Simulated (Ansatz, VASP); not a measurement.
## SnO in VASP and in Ansatz

POSCAR

```
SnO
1.0
    3.8365550881      0.0000000000      0.0000000000
    0.0000000000      3.8365550881      0.0000000000
    0.0000000000      0.0000000000      4.7594503779
Sn O
2 2
Direct
    0.5000000000      0.0000000000      0.2434679922
    0.0000000000      0.5000000000      0.7565320078
    0.0000000000      0.0000000000      0.0000000000
    0.5000000000      0.5000000000      0.0000000000
```

File INCAR.step1:

```
SYSTEM = SnO
ALGO = Normal
EDIFF = 1E-4
ENCUT = 520
GGA = PE
ISMEAR = 0
LASPH = .TRUE.
LCHARG = .FALSE.
LREAL = .FALSE.
LWAVE = .TRUE.
NBANDS = 28
NELM = 60
PREC = Accurate
SIGMA = 0.1
```

The input INCAR.step2:

```
SYSTEM = SnO
ALGO = Normal
EDIFF = 1E-6
ENCUT = 520
ISIF = 2
ISMEAR = 0
ISTART = 1
LASPH = .TRUE.
LCHARG = .FALSE.
LMIXTAU = .TRUE.
LREAL = .FALSE.
LWAVE = .FALSE.
METAGGA = R2SCAN
NBANDS = 28
NELM = 60
PREC = Accurate
SIGMA = 0.1
```

Contents of KPOINTS:

```
k-points
0
G
  12 12 10
  0 0 0
```

Input for Ansatz:

```yaml
crystal:
  lattice:
    - [3.8365550881, 0.0, 0.0]
    - [0.0, 3.8365550881, 0.0]
    - [0.0, 0.0, 4.7594503779]
  atoms:
    - { symbol: Sn, position: [0.5, 0.0, 0.2434679922] }
    - { symbol: Sn, position: [0.0, 0.5, 0.7565320078] }
    - { symbol: O, position: [0.0, 0.0, 0.0] }
    - { symbol: O, position: [0.5, 0.5, 0.0] }
basis:
  ecutwfc: 500
kpoints:
  mp_grid: { grid: [12, 12, 10] }
  band_path:
    path:
      - [0.0, 0.0, 0.0]
      - [0.0, 0.5, 0.0]
      - [0.5, 0.5, 0.0]
      - [0.0, 0.0, 0.5]
      - [0.0, 0.5, 0.5]
      - [0.5, 0.5, 0.5]
      - [0.0, 0.08333333, 0.0]
    npoints: 1
hamiltonian:
  xc: r2scan
scf:
  occupations: { method: gaussian, width: 0.1 }
  n_extra_bands: 5
output:
  forces: true
  stress: true
  eigenvalues: true
  write_density: true
  write_potential: true
  elf: true
  volumetric_format: npy
```

Alike in both runs: task single point; functional r2SCAN; k mesh 12 × 12 × 10; occupations gaussian, width 0.1 eV; no spin polarisation.

|  | VASP | Ansatz |
| --- | --- | --- |
| version | VASP 6.6.1 | Ansatz 0.2.0 |
| potentials or method | VASP PAW PBE potentials, release 64 (Sn_d, O), cutoff 520 eV | scalar-relativistic, plane waves, PAW |
| valence electrons in the cell | 40 | 40 |

Ansatz gave:

| Quantity | Value |
| --- | --- |
| gap on the k mesh at the Fermi level (eV) | 0.10 |
| least direct gap on the mesh (eV) | 2.20 |
| pressure (GPa) | -2.0 |
| traceless stress, the component that is largest in VASP (GPa) | 0.69 |
| rms of the force components (eV/Å) | 0.212 |

**Question.** Which values does VASP return?

**Answer.** gap on the k mesh at the Fermi level (eV): 0.11; least direct gap on the mesh (eV): 2.19; pressure (GPa): -1.5; traceless stress, the component that is largest in VASP (GPa): 0.64; rms of the force components (eV/Å): 0.158.

VASP's potentials were made for PBE, not for r2SCAN. Atom by atom the forces differ by 0.055 eV/Å (rms over components). With one functional, cell and mesh, what is left measures potentials, basis and numerics.
